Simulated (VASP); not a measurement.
# AlN (Fm-3m) in VASP: further runs

Runs on AlN. Level: PBE. Tasks: single point.

Everything below comes from runs of VASP 6.6.1. Logs are shortened: lines on timing, memory, paths and dates and some standing lists are left out, and cuts for length are marked.

## Step 1: The cell of the first run

Symmetry: Fm-3m, No. 225, cubic system. The conventional cell has a = 4.068 Å, b = 4.068 Å, c = 4.068 Å, α = 90.00°, β = 90.00°, γ = 90.00°. Al (site symmetry m-3m) has 6 N at 2.03 Å within 2.7 Å. Within 2.7 Å of N (site symmetry m-3m) lie 6 Al at 2.03 Å.

## Step 2: Single point, PBE

INCAR

```
SYSTEM = AlN
ALGO = Normal
EDIFF = 1E-6
ENCUT = 600
GGA = PE
GGA_COMPAT = .FALSE.
ISIF = 2
ISMEAR = 0
LASPH = .TRUE.
LCHARG = .FALSE.
LREAL = .FALSE.
LWAVE = .FALSE.
NBANDS = 11
NELM = 120
PREC = Accurate
SIGMA = 0.1
```

KPOINTS

```
k-points
0
G
  8 8 8
  0 0 0
```

POSCAR

```
AlN
1.0
    0.0000000000      2.0338324059      2.0338324059
    2.0338324059      0.0000000000      2.0338324059
    2.0338324059      2.0338324059      0.0000000000
Al N
1 1
Direct
    0.0000000000      0.0000000000      0.0000000000
    0.5000000000      0.5000000000      0.5000000000
```

Potentials or basis: VASP PAW PBE potentials, release 64 (Al, N).

Started as:

```bash
> cat potpaw_PBE.64/Al/POTCAR potpaw_PBE.64/N/POTCAR > POTCAR
> mpirun -np 1 vasp_std > vasp.out
```

OUTCAR:

```text
SYSTEM = AlN
   EDIFF = 1E-6
   ENCUT = 600
   GGA = PE
   ISIF = 2
   ISMEAR = 0
   LASPH = .TRUE.
   LREAL = .FALSE.
   NELM = 120
   PREC = Accurate

 ion  position               nearest neighbor table
   1  0.000  0.000  0.000-   2 2.03   2 2.03   2 2.03   2 2.03   2 2.03   2 2.03
   2  0.500  0.500  0.500-   1 2.03   1 2.03   1 2.03   1 2.03   1 2.03   1 2.03

  LATTYP: Found a face centered cubic cell.
 ALAT       =     4.0676648118

  Lattice vectors:

 A1 = (   0.0000000000,   2.0338324059,   2.0338324059)
 A2 = (   2.0338324059,   0.0000000000,   2.0338324059)
 A3 = (   2.0338324059,   2.0338324059,   0.0000000000)

Analysis of symmetry for initial positions (statically):
=====================================================================
 Subroutine PRICEL returns:
 Original cell was already a primitive cell.

 Routine SETGRP: Setting up the symmetry group for a
 face centered cubic supercell.

 Subroutine GETGRP returns: Found 48 space group operations
 (whereof 48 operations were pure point group operations)
 out of a pool of 48 trial point group operations.

The static configuration has the point symmetry O_h .

Analysis of symmetry for dynamics (positions and initial velocities):
=====================================================================
 Subroutine PRICEL returns:
 Original cell was already a primitive cell.

 Routine SETGRP: Setting up the symmetry group for a
 face centered cubic supercell.

 Subroutine GETGRP returns: Found 48 space group operations
 (whereof 48 operations were pure point group operations)
 out of a pool of 48 trial point group operations.

The dynamic configuration has the point symmetry O_h .

 Subroutine INISYM returns: Found 48 space group operations
 (whereof 48 operations are pure point group operations),
 and found     1 'primitive' translations

----------------------------------------------------------------------------------------

                                     Primitive cell

  volume of cell :      16.8258

  direct lattice vectors                    reciprocal lattice vectors
     0.000000000  2.033832406  2.033832406    -0.245841299  0.245841299  0.245841299
     2.033832406  0.000000000  2.033832406     0.245841299 -0.245841299  0.245841299
     2.033832406  2.033832406  0.000000000     0.245841299  0.245841299 -0.245841299

  length of vectors
     2.876273372  2.876273372  2.876273372     0.425809620  0.425809620  0.425809620

  position of ions in fractional coordinates (direct lattice)
     0.000000000  0.000000000  0.000000000
     0.500000000  0.500000000  0.500000000

  ion indices of the primitive-cell ions
   primitive index   ion index
                 1           1
                 2           2

----------------------------------------------------------------------------------------

 KPOINTS: k-points

Automatic generation of k-mesh.
 Grid dimensions read from file:
 generate k-points for:    8    8    8

 Generating k-lattice:

  Cartesian coordinates                     Fractional coordinates (reciprocal lattice)
    -0.030730162  0.030730162  0.030730162     0.125000000  0.000000000  0.000000000
     0.030730162 -0.030730162  0.030730162     0.000000000  0.125000000  0.000000000
     0.030730162  0.030730162 -0.030730162     0.000000000  0.000000000  0.125000000

  Length of vectors
     0.053226202  0.053226202  0.053226202

  Shift w.r.t. Gamma in fractional coordinates (k-lattice)
     0.000000000  0.000000000  0.000000000

 Subroutine IBZKPT returns following result:
 ===========================================

 Found     29 irreducible k-points:

 Following reciprocal coordinates:
            Coordinates               Weight
  0.000000  0.000000  0.000000      1.000000
  0.125000  0.000000  0.000000      8.000000
  0.250000  0.000000  0.000000      8.000000
  0.375000  0.000000  0.000000      8.000000
  0.500000  0.000000  0.000000      4.000000
  0.125000  0.125000  0.000000      6.000000
[... 16 lines left out ...]
  0.500000  0.250000  0.125000     48.000000
 -0.375000  0.250000  0.125000     24.000000
 [... further k-points ...]
   k-points           NKPTS =     29   k-points in BZ     NKDIM =     29   number of bands    NBANDS=     11
   number of dos      NEDOS =    301   number of ions     NIONS =      2
   total plane-waves  NPLWV =  13824
   dimension x,y,z NGX =    24 NGY =   24 NGZ =   24
   dimension x,y,z NGXF=    48 NGYF=   48 NGZF=   48
   ions per type =               1   1
   NGX,Y,Z   is equivalent  to a cutoff of  13.87, 13.87, 13.87 a.u.
   NGXF,Y,Z  is equivalent  to a cutoff of  27.74, 27.74, 27.74 a.u.
 SYSTEM =  AlN
   PREC   = accura    normal or accurate (medium, high low for compatibility)
   ISTART =      0    job   : 0-new  1-cont  2-samecut
   ICHARG =      2    charge: 1-file 2-atom 10-const
   ISPIN  =      1    spin polarized calculation?
   LNONCOLLINEAR =      F non collinear calculations
   LSORBIT =      F    spin-orbit coupling
   LASPH  =      T    aspherical Exc in radial PAW
   ENCUT  =  600.0 eV  44.10 Ry    6.64 a.u.   5.74  5.74  5.74*2*pi/ulx,y,z
   NELM   =    120;   NELMIN=  2; NELMDL= -5     # of ELM steps
   EDIFF  = 0.1E-05   stopping-criterion for ELM
   LREAL  =      F    real-space projection
   EDIFFG = 0.1E-04   stopping-criterion for IOM
   NSW    =      0    number of steps for IOM
   IBRION =     -1    ionic relax: 0-MD 1-quasi-New 2-CG
   NFREE  =      0    steps in history (QN), initial steepest desc. (CG)
   ISIF   =      2    stress and relaxation
   ISYM   =      2    0-nonsym 1-usesym 2-fastsym
   POTIM  = 0.5000    time-step for ionic-motion
   TEBEG  =    0.0;   TEEND  =   0.0 temperature during run
   PSTRESS=    0.0 pullay stress
   NELECT =       8.0000    total number of electrons
   NUPDOWN=      -1.0000    fix difference up-down
   EMIN   =  10.00;   EMAX   =-10.00  energy-range for DOS
   EFERMI =   0.00;   METHOD = LEGACY
   ISMEAR =     0;   SIGMA  =   0.10  broadening in eV -4-tet -1-fermi 0-gaus
   EFERMI_NEDOS =   21; number of points for ismear=-14 and -15
   IALGO  =     38    algorithm
   IMIX   =      4    mixing-type and parameters
     AMIX     =   0.40;   BMIX     =  1.00
     AMIX_MAG =   1.60;   BMIX_MAG =  1.00
  volume/ion in A,a.u.               =       8.41        56.77
  Fermi-wavevector in a.u.,A,eV,Ry     =   1.277751  2.414600 22.213530  1.632648
  Thomas-Fermi vector in A             =   2.410333
   LORBIT       =      0    0 simple, 1 ext, 2 COOP (PROOUT), +10 PAW based schemes
   GGA     = PE    functional components
   LHFCALC =     F    Hartree Fock is set to
   AEXX    =    0.0000 exact exchange contribution
   IVDW    =     0    specifies the selected vdW correction
   LEPSILON=     F    determine dielectric tensor
   LRPA    =     F    only Hartree local field effects (RPA)
 non-spin polarized calculation
 Gauss-broadening in eV      SIGMA  =   0.10
  energy-cutoff  :      600.00
  volume of cell :       16.83
 maximum number of plane-waves:       588
   NGX = 11   NGY = 11   NGZ = 11

 number of electron       7.9999999 magnetization

 Free energy of the ion-electron system (eV)
  ---------------------------------------------------
  ext. energy  EPLUGINS =         0.00000000
  ---------------------------------------------------
  free energy    TOTEN  =       -14.54723610 eV

  energy without entropy =      -14.54723610  energy(sigma->0) =      -14.54723610

 E-fermi :  10.2689     XC(G=0): -12.2011

 val. band max:        9.7314841702   @ k =   0.0000   0.0000   0.0000
 cond. band min:      14.1641509924   @ k =   0.5000   0.5000   0.0000
 fundamental gap:      4.4326668222
 Fermi energy:        10.2688559603

 k-point     1 :       0.0000    0.0000    0.0000
  band No.  band energies     occupation
      1      -7.6593      2.00000
      2       9.7315      2.00000
      3       9.7315      2.00000
      4       9.7315      2.00000
      5      15.1522      0.00000
      6      21.8396      0.00000
      7      21.8396      0.00000
      8      21.8396      0.00000
      9      26.9317      0.00000
     10      27.3876      0.00000
     11      27.3876      0.00000

 k-point     2 :       0.1250    0.0000    0.0000
  band No.  band energies     occupation
      1      -7.3455      2.00000
      2       8.2375      2.00000
      3       9.5521      2.00000
      4       9.5521      2.00000
      5      16.0328      0.00000
      6      20.6679      0.00000
      7      22.2410      0.00000
      8      22.2410      0.00000
      9      25.4263      0.00000
     10      25.4263      0.00000
     11      27.6255      0.00000

 k-point     3 :       0.2500    0.0000    0.0000
  band No.  band energies     occupation
      1      -6.4537      2.00000
      2       5.4311      2.00000
      3       9.1620      2.00000
      4       9.1620      2.00000
      5      16.4488      0.00000
      6      20.7113      0.00000
      7      21.9215      0.00000
      8      21.9215      0.00000
      9      25.7806      0.00000
     10      25.7806      0.00000
     11      26.6295      0.00000

 k-point     4 :       0.3750    0.0000    0.0000
  band No.  band energies     occupation
      1      -5.2164      2.00000
      2       2.7889      2.00000
      3       8.8190      2.00000
      4       8.8190      2.00000
      5      15.9717      0.00000
      6      20.9575      0.00000
      7      20.9575      0.00000
      8      22.1160      0.00000
      9      25.8282      0.00000
     10      28.3500      0.00000
     11      28.3500      0.00000
[... 239 lines left out ...]
 k-point    22 :       0.3750    0.2500    0.1250
  band No.  band energies     occupation
      1      -5.7193      2.00000
      2       5.0551      2.00000
      3       7.2261      2.00000
      4       8.5808      2.00000
      5      18.1604      0.00000
      6      18.5140      0.00000
      7      19.8348      0.00000
      8      23.4056      0.00000
      9      24.7675      0.00000
     10      29.1499      0.00000
     11      30.9762      0.00000

 k-point    23 :       0.5000    0.2500    0.1250
  band No.  band energies     occupation
      1      -4.6125      2.00000
      2       3.3560      2.00000
      3       6.3179      2.00000
      4       8.0546      2.00000
      5      17.9361      0.00000
      6      18.7336      0.00000
      7      20.4194      0.00000
      8      22.8066      0.00000
      9      26.4937      0.00000
     10      29.6462      0.00000
     11      31.4432      0.00000

 k-point    24 :      -0.3750    0.2500    0.1250
  band No.  band energies     occupation
      1      -3.9836      2.00000
      2       2.4159      2.00000
      3       6.0975      2.00000
      4       7.7914      2.00000
      5      18.0362      0.00000
      6      18.1329      0.00000
      7      21.8678      0.00000
      8      22.3354      0.00000
      9      27.6825      0.00000
     10      28.5365      0.00000
     11      31.9673      0.00000

 [... further k-points ...]
[... 5 lines left out ...]
  --------------------------------------------------------------------------------------
  -------------------------------------------------------------------------------------
  Total        0.0110205      0.0110205      0.0110205      0.0000000     -0.0000000      0.0000000
  in kB        1.0493879      1.0493879      1.0493879      0.0000000     -0.0000000      0.0000000
  external PRESSURE =       1.0493879 kB  Pullay stress =       0.0000000 kB

 VOLUME and BASIS-vectors are now :
 -----------------------------------------------------------------------------
  energy-cutoff  :      600.00
  volume of cell :       16.83
      direct lattice vectors                 reciprocal lattice vectors
     0.000000000  2.033832406  2.033832406    -0.245841299  0.245841299  0.245841299
     2.033832406  0.000000000  2.033832406     0.245841299 -0.245841299  0.245841299
     2.033832406  2.033832406  0.000000000     0.245841299  0.245841299 -0.245841299

 POSITION                                       TOTAL-FORCE (eV/Angst)
 -----------------------------------------------------------------------------------
      0.00000      0.00000      0.00000        -0.000000      0.000000      0.000000
      2.03383      2.03383      2.03383         0.000000     -0.000000     -0.000000
 -----------------------------------------------------------------------------------
    total drift:                               -0.000000     -0.000000      0.000000

  FREE ENERGIE OF THE ION-ELECTRON SYSTEM (eV)
  ---------------------------------------------------
  free  energy   TOTEN  =       -14.5472361015 eV

  energy  without entropy=      -14.5472361015  energy(sigma->0) =      -14.54723610
```

Run time: 10 s. Hardware: 1 thread of Intel Xeon 8259CL, shared host; peak memory 0.13 GiB.

What came out:

```yaml
Free_energy: -14.5472 eV
Pressure: 0.1 GPa
Band_gap_on_the_k_mesh: 4.43 eV, indirect (least direct gap 5.42 eV)
```

[end of part 1 of 2]
